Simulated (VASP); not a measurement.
Wanted: the native input for a VASP 6.6.1 run.

```yaml
Task: density of states
Functional: PBE
Potentials_or_basis: VASP PAW PBE potentials, release 64 (Ni, Eu)
Cutoff: 520 eV
k_mesh: 6 × 6 × 6
Occupations: fermi-dirac, width 0.1 eV
Spin: collinear spin, ferrimagnetic start
Starting_moments: "[-0.41, -0.41, 7.78, 7.78] μB"
Hubbard_terms: Eu f U = 6.52 eV
Dipole_correction: no
k_mesh_for_the_DOS: 9 × 9 × 9
Occupations_for_the_DOS: tetrahedron
Further_INCAR_settings: ALGO = Normal; EDIFF = 1e-07
```

EuNi:

```
Ni Eu
1.0
     0.00000    3.73392    3.73392
     3.73392    0.00000    3.73392
     3.73392    3.73392    0.00000
Ni Eu
2 2
Direct
  0.50000 0.50000 0.50000
  0.75000 0.75000 0.75000
  0.00000 0.00000 0.00000
  0.25000 0.25000 0.25000
```

One way to write it, as run:

POSCAR

```
EuNi
1.0
    0.0000000000      3.7339191900      3.7339191900
    3.7339191900      0.0000000000      3.7339191900
    3.7339191900      3.7339191900      0.0000000000
Ni Eu
2 2
Direct
    0.5000000000      0.5000000000      0.5000000000
    0.7500000000      0.7500000000      0.7500000000
    0.0000000000      0.0000000000      0.0000000000
    0.2500000000      0.2500000000      0.2500000000
```

INCAR.step1

```
SYSTEM = EuNi
PREC     = Accurate       ! precision mode
ENCUT    = 520            ! plane-wave cutoff, eV
EDIFF    = 1E-7           ! SCF threshold, eV
ISMEAR   = -1             ! smearing method
SIGMA    = 0.1            ! smearing width, eV
LREAL    = .False.        ! projectors in reciprocal space
LASPH    = .True.         ! aspherical terms in the spheres
NELM     = 150            ! most SCF steps
ALGO     = Normal         ! electronic algorithm
ISIF     = 2              ! what is computed and relaxed
LWAVE    = .False.        ! write WAVECAR
LCHARG   = .True.         ! write CHGCAR
ISPIN    = 2              ! spin polarisation
MAGMOM   = -0.41 -0.41 7.78 7.78 ! initial moments
LMAXMIX  = 6              ! l up to which the mixer works
LDAU     = .True.         ! DFT+U
LDAUTYPE = 2            
LDAUL    = -1 3           ! shell
LDAUU    = 0 6.52         ! U, eV
LDAUJ    = 0 0          
LDAUPRINT= 1            
GGA      = PE             ! functional
NBANDS   = 39             ! bands
```

KPOINTS.step1

```
Automatic mesh
0
Gamma
  6 6 6
  0 0 0
```

INCAR.step2

```
SYSTEM = EuNi
PREC     = Accurate       ! precision mode
ENCUT    = 520            ! plane-wave cutoff, eV
EDIFF    = 1E-7           ! SCF threshold, eV
ISMEAR   = -5             ! smearing method
SIGMA    = 0.1            ! smearing width, eV
LREAL    = .False.        ! projectors in reciprocal space
LASPH    = .True.         ! aspherical terms in the spheres
NELM     = 150            ! most SCF steps
ALGO     = Normal         ! electronic algorithm
ISIF     = 2              ! what is computed and relaxed
LWAVE    = .False.        ! write WAVECAR
LCHARG   = .False.        ! write CHGCAR
ISPIN    = 2              ! spin polarisation
MAGMOM   = -0.41 -0.41 7.78 7.78 ! initial moments
LORBIT   = 10             ! projections on sites
LMAXMIX  = 6              ! l up to which the mixer works
LDAU     = .True.         ! DFT+U
LDAUTYPE = 2            
LDAUL    = -1 3           ! shell
LDAUU    = 0 6.52         ! U, eV
LDAUJ    = 0 0          
LDAUPRINT= 1            
GGA      = PE             ! functional
NEDOS    = 2001           ! points of the DOS
ICHARG   = 11             ! starting density
```

KPOINTS.step2

```
Automatic mesh
0
Gamma
  9 9 9
  0 0 0
```

Potentials or basis: VASP PAW PBE potentials, release 64 (Ni, Eu).

Launch:

```console
$ cat potpaw_PBE.64/Ni/POTCAR potpaw_PBE.64/Eu/POTCAR > POTCAR
$ cp INCAR.step1 INCAR
$ cp KPOINTS.step1 KPOINTS
$ mpirun -np 1 vasp_std > vasp.out
$ cp INCAR.step2 INCAR
$ cp KPOINTS.step2 KPOINTS
$ mpirun -np 1 vasp_std > vasp.out
```

Results of the run:

- Net moment: 14.16 μB per cell
- Site moments: Ni -0.31; Eu +6.84 μB
- Valence electrons inside the program's atomic spheres: Ni 8.97; Eu 14.93

Caveat: spin-orbit coupling is left out, which moves the levels of the heavy elements.

Run time: 12 min on 1 thread of Oxide Virtual Turin-like Processor (shared host), peak memory 0.38 GiB.
